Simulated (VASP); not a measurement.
# Ti3Pb2O2 (P4/mmm) in VASP: single point with PBE

Aim: the single point of Ti3Pb2O2 with PBE.

Program: VASP 6.6.1. These are calculated values, not measurements. Logs are shortened: lines on timing, memory, paths and dates and some standing lists are left out, and cuts for length are marked.

## Step 1: The cell of the first run

It takes space group P4/mmm (No. 123, tetragonal). Conventional cell: a = 3.553 Å, b = 3.553 Å, c = 9.941 Å, α = 90.00°, β = 90.00°, γ = 90.00°. Ti (site symmetry mmm) has 4 O at 2.13 Å and 4 Ti at 2.51 Å within 2.8 Å. Ti (site symmetry 4/mmm) has 8 Pb at 3.03 Å and 4 Ti at 3.55 Å and 2 O at 3.80 Å within 4.0 Å. Within 4.0 Å of Pb (site symmetry 4mm) lie 8 Ti at 3.03 to 3.72 Å and 4 O at 3.28 Å and 5 Pb at 3.40 to 3.55 Å. O (site symmetry 4mm) has 4 Ti at 2.13 Å and 1 O at 2.34 Å within 2.8 Å.

The cell was generated, and may not be a known phase.

## Step 2: Single point, PBE, collinear spin

INCAR

```
SYSTEM = Ti3Pb2O2
PREC     = Accurate       ! precision mode
ENCUT    = 520            ! plane-wave cutoff, eV
EDIFF    = 1E-6           ! SCF threshold, eV
ISMEAR   = 0              ! smearing method
SIGMA    = 0.2            ! smearing width, eV
LREAL    = .False.        ! projectors in reciprocal space
LASPH    = .True.         ! aspherical terms in the spheres
NELM     = 150            ! most SCF steps
ALGO     = Normal         ! electronic algorithm
ISIF     = 2              ! what is computed and relaxed
LWAVE    = .False.        ! write WAVECAR
LCHARG   = .True.         ! write CHGCAR
ISPIN    = 2              ! spin polarisation
MAGMOM   = 1 1 1 0 0 0 0  ! initial moments
LORBIT   = 11             ! projections on sites
LMAXMIX  = 4              ! l up to which the mixer works
GGA      = PE             ! functional
LELF     = .True.         ! ELF
LVHAR    = .True.       
NBANDS   = 51             ! bands
```

KPOINTS

```
regular mesh
0
Gamma
  4 4 2
  0 0 0
```

POSCAR

```
Ti3Pb2O2
1.0
    3.5525560589      0.0000000000      0.0000000000
    0.0000000000      3.5525560589      0.0000000000
    0.0000000000      0.0000000000      9.9409967385
Ti Pb O
3 2 2
Direct
    0.0000000000      0.5000000000      0.0000000000
    0.5000000000      0.0000000000      0.0000000000
    0.5000000000      0.5000000000      0.5000000000
    0.0000000000      0.0000000000      0.3291243820
    0.0000000000      0.0000000000      0.6708756180
    0.5000000000      0.5000000000      0.1176256795
    0.5000000000      0.5000000000      0.8823743205
```

Potentials or basis: VASP PAW PBE potentials, release 64 (Ti_sv, Pb_d, O).

On the command line:

```console
> cat potpaw_PBE.64/Ti_sv/POTCAR potpaw_PBE.64/Pb_d/POTCAR potpaw_PBE.64/O/POTCAR > POTCAR
> mpirun -np 1 vasp_std > vasp.out
```

OUTCAR:

```text
SYSTEM = Ti3Pb2O2
   PREC = Accurate
   ENCUT = 520
   EDIFF = 1E-6
   ISMEAR = 0
   LREAL = .False.
   LASPH = .True.
   NELM = 150
   ISIF = 2
   ISPIN = 2
   LORBIT = 11
   GGA = PE

 ion  position               nearest neighbor table
   1  0.000  0.500  0.000-   6 2.13   7 2.13   6 2.13   7 2.13   2 2.51   2 2.51   2 2.51   2 2.51

   2  0.500  0.000  0.000-   6 2.13   7 2.13   6 2.13   7 2.13   1 2.51   1 2.51   1 2.51   1 2.51

   3  0.500  0.500  0.500-   4 3.03   5 3.03   4 3.03   5 3.03   4 3.03   5 3.03   4 3.03   5 3.03

   4  0.000  0.000  0.329-   3 3.03   3 3.03   3 3.03   3 3.03   5 3.40
   5  0.000  0.000  0.671-   3 3.03   3 3.03   3 3.03   3 3.03   4 3.40
   6  0.500  0.500  0.118-   1 2.13   2 2.13   2 2.13   1 2.13
   7  0.500  0.500  0.882-   1 2.13   2 2.13   2 2.13   1 2.13

  LATTYP: Found a simple tetragonal cell.
 ALAT       =     3.5525560589
 C/A-ratio  =     2.7982659735

  Lattice vectors:

 A1 = (   3.5525560589,   0.0000000000,   0.0000000000)
 A2 = (   0.0000000000,   3.5525560589,   0.0000000000)
 A3 = (   0.0000000000,   0.0000000000,   9.9409967385)

Analysis of symmetry for initial positions (statically):
=====================================================================
 Subroutine PRICEL returns:
 Original cell was already a primitive cell.

 Routine SETGRP: Setting up the symmetry group for a
 simple tetragonal supercell.

 Subroutine GETGRP returns: Found 16 space group operations
 (whereof 16 operations were pure point group operations)
 out of a pool of 16 trial point group operations.

The static configuration has the point symmetry D_4h.

Analysis of symmetry for dynamics (positions and initial velocities):
=====================================================================
 Subroutine PRICEL returns:
 Original cell was already a primitive cell.

 Routine SETGRP: Setting up the symmetry group for a
 simple tetragonal supercell.

 Subroutine GETGRP returns: Found 16 space group operations
 (whereof 16 operations were pure point group operations)
 out of a pool of 16 trial point group operations.

The dynamic configuration has the point symmetry D_4h.

Analysis of structural, dynamic, and magnetic symmetry:
=====================================================================
 Subroutine PRICEL returns:
 Original cell was already a primitive cell.

 Routine SETGRP: Setting up the symmetry group for a
 simple tetragonal supercell.

[... 138 lines left out ...]
   NGX = 13   NGY = 13   NGZ = 37

 number of electron      76.0000025 magnetization       0.0139359

 Free energy of the ion-electron system (eV)
  ---------------------------------------------------
  ext. energy  EPLUGINS =         0.00000000
  ---------------------------------------------------
  free energy    TOTEN  =       -46.64661069 eV

  energy without entropy =      -46.52923092  energy(sigma->0) =      -46.58792081

 E-fermi :   7.5367     XC(G=0): -10.8474

 val. band max:        7.4866990946   @ k =   0.5000   0.5000   0.5000
 cond. band min:       7.5434705502   @ k =   0.5000   0.2500   0.0000
 fundamental gap:      0.0567714557
 Fermi energy:         7.5366825585

 spin component 1

 k-point     1 :       0.0000    0.0000    0.0000
  band No.  band energies     occupation
      1     -49.8733      1.00000
      2     -49.8036      1.00000
      3     -49.3979      1.00000
      4     -26.3691      1.00000
      5     -26.3691      1.00000
      6     -26.2647      1.00000
[... 625 lines left out ...]
     49      10.7042      0.00000
     50      10.7045      0.00000
 Fermi energy:         7.5366825585

 spin component 2

 k-point     1 :       0.0000    0.0000    0.0000
  band No.  band energies     occupation
      1     -49.8637      1.00000
      2     -49.8028      1.00000
      3     -49.3970      1.00000
      4     -26.3683      1.00000
      5     -26.3683      1.00000
      6     -26.2635      1.00000
[... 625 lines left out ...]
     49      10.7080      0.00000
     50      10.7695      0.00000
 [bands above 50 left out]

------------------------ aborting loop because EDIFF is reached ----------------------------------------

  FORCE on cell =-STRESS in cart. coord.  units (eV):
  Direction    XX          YY          ZZ          XY          YZ          ZX
  --------------------------------------------------------------------------------------
  -------------------------------------------------------------------------------------
  Total        0.1598893      0.1598893      0.3963711      0.0000000      0.0000000      0.0000000
  in kB        2.0418228      2.0418228      5.0617509      0.0000000      0.0000000      0.0000000
  external PRESSURE =       3.0484655 kB  Pullay stress =       0.0000000 kB

 VOLUME and BASIS-vectors are now :
 -----------------------------------------------------------------------------
  energy-cutoff  :      520.00
  volume of cell :      125.46
      direct lattice vectors                 reciprocal lattice vectors
     3.552556059  0.000000000  0.000000000     0.281487465  0.000000000  0.000000000
     0.000000000  3.552556059  0.000000000     0.000000000  0.281487465  0.000000000
     0.000000000  0.000000000  9.940996739     0.000000000  0.000000000  0.100593535

 POSITION                                       TOTAL-FORCE (eV/Angst)
 -----------------------------------------------------------------------------------
      0.00000      1.77628      0.00000         0.000000     -0.000000      0.000000
      1.77628      0.00000      0.00000         0.000000     -0.000000      0.000000
      1.77628      1.77628      4.97050         0.000000     -0.000000      0.000000
      0.00000      0.00000      3.27182        -0.000000     -0.000000      0.066405
      0.00000      0.00000      6.66917         0.000000      0.000000     -0.066405
      1.77628      1.77628      1.16932         0.000000     -0.000000      0.024623
      1.77628      1.77628      8.77168         0.000000      0.000000     -0.024623
 -----------------------------------------------------------------------------------
    total drift:                                0.000000      0.000000     -0.000000

  FREE ENERGIE OF THE ION-ELECTRON SYSTEM (eV)
  ---------------------------------------------------
  free  energy   TOTEN  =       -46.6466106900 eV

  energy  without entropy=      -46.5292309208  energy(sigma->0) =      -46.58792081

 total charge

# of ion       s       p       d       tot
------------------------------------------
    1        2.202   6.148   2.042  10.393
    2        2.202   6.148   2.042  10.393
    3        2.170   6.060   1.894  10.124
    4        1.334   0.875   9.815  12.024
    5        1.334   0.875   9.815  12.024
    6        1.570   3.423   0.000   4.993
    7        1.570   3.423   0.000   4.993
--------------------------------------------------
tot         12.383  26.952  25.607  64.943

 magnetization (x)

# of ion       s       p       d       tot
------------------------------------------
    1        0.000   0.000   0.001   0.001
    2        0.000   0.000   0.001   0.001
    3        0.000   0.000   0.010   0.010
    4        0.000  -0.000   0.000  -0.000
    5        0.000  -0.000   0.000  -0.000
    6       -0.000  -0.000   0.000  -0.000
    7       -0.000  -0.000   0.000  -0.000
--------------------------------------------------
tot          0.000  -0.000   0.011   0.011
```

It took 5.1 min on 1 thread of Oxide Virtual Turin-like, shared host; peak memory 0.31 GiB.

What came out:

```
Free energy                                           : -46.6466 eV
Pressure                                              : 0.3 GPa
Largest force                                         : 0.066 eV/Å
Band gap on the k mesh                                : zero (filled and empty bands overlap)
Net moment                                            : 0.01 μB per cell
Valence electrons inside the program's atomic spheres : Ti 10.39, 10.12 (each value once); Pb 12.02; O 4.99
```

Forces on the atoms (eV/Å):
```
Ti   0.000  0.000  0.000
Ti   0.000  0.000  0.000
Ti   0.000  0.000  0.000
Pb   0.000  0.000  0.066
Pb   0.000  0.000 -0.066
O    0.000  0.000  0.025
O    0.000  0.000 -0.025
```

Stress tensor (GPa, compression positive):
```
0.20 0.00 0.00
0.00 0.20 0.00
0.00 0.00 0.51
```

Levels at points of the mesh, in eV from the Fermi level:
Spin up:
```
           k point  band 33  band 34  band 35  band 36  band 37  band 38  band 39  band 40  band 41  band 42
(0.00, 0.00, 0.00)    -2.42    -2.30    -1.98    -0.65     0.18     0.18     0.42     0.85     1.13     1.69
(0.50, 0.00, 0.00)    -3.54    -1.70    -1.30    -0.33    -0.13     0.02     0.23     0.48     0.79     1.01
(0.50, 0.50, 0.00)    -2.11    -2.11    -2.05    -2.05    -1.70    -1.35    -0.54    -0.54     0.47     1.42
(0.00, 0.00, 0.50)    -3.52    -1.98    -1.44    -0.65     0.19     0.19     0.25     0.72     1.13     1.72
(0.50, 0.00, 0.50)    -2.43    -1.90    -1.40    -0.54    -0.07     0.01     0.18     0.47     0.79     1.03
(0.50, 0.50, 0.50)    -2.38    -2.25    -2.25    -1.87    -1.87    -0.58    -0.58    -0.05     0.48     1.04
```
Spin down:
```
           k point  band 33  band 34  band 35  band 36  band 37  band 38  band 39  band 40  band 41  band 42
(0.00, 0.00, 0.00)    -2.42    -2.30    -1.98    -0.65     0.19     0.19     0.43     0.85     1.14     1.70
(0.50, 0.00, 0.00)    -3.54    -1.69    -1.30    -0.32    -0.12     0.02     0.23     0.48     0.79     1.01
(0.50, 0.50, 0.00)    -2.11    -2.11    -2.04    -2.04    -1.70    -1.35    -0.54    -0.54     0.48     1.42
(0.00, 0.00, 0.50)    -3.52    -1.98    -1.43    -0.65     0.19     0.19     0.25     0.73     1.14     1.72
(0.50, 0.00, 0.50)    -2.43    -1.90    -1.40    -0.54    -0.06     0.02     0.18     0.47     0.79     1.03
(0.50, 0.50, 0.50)    -2.38    -2.24    -2.24    -1.87    -1.87    -0.58    -0.58    -0.05     0.49     1.04
```

Caveat: the k points lie up to 0.44 Å⁻¹ apart, too coarse for converged energies and pressures of a metal; spin-orbit coupling is left out, which moves the levels of the heavy elements.

The gap in the log of VASP goes by the Fermi energy; the results here count the filled bands.